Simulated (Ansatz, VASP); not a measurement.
## Two plane-wave programs on W

```
CELL_PARAMETERS angstrom
-1.56742 1.56742 1.56742
1.56742 -1.56742 1.56742
1.56742 1.56742 -1.56742
ATOMIC_POSITIONS crystal
W 0.00000 0.00000 0.00000
```

Alike in both runs: functional LDA; k mesh 19 × 19 × 19; occupations fermi-dirac, width 0.08 eV; no spin polarisation.

Ansatz relaxed the structure, and its values are those at the end. VASP's run is a single point on that final structure, the one shown.

```csv
,VASP,Ansatz
version,VASP 6.6.1,Ansatz 0.2.0
potentials or method,"VASP PAW LDA potentials, release 64 (W_sv)","PAW with Ansatz's default frozen-core files, scalar-relativistic"
plane-wave cutoff (eV),520,420
valence electrons in the cell,14,14
```

```tsv
	VASP	Ansatz	Ansatz less VASP
pressure (GPa)	2.0	0.0	-1.97
```

LDA's correlation is that of Perdew and Zunger in VASP and of Perdew and Wang (1992) in Ansatz.

Neither program's run includes spin-orbit coupling.
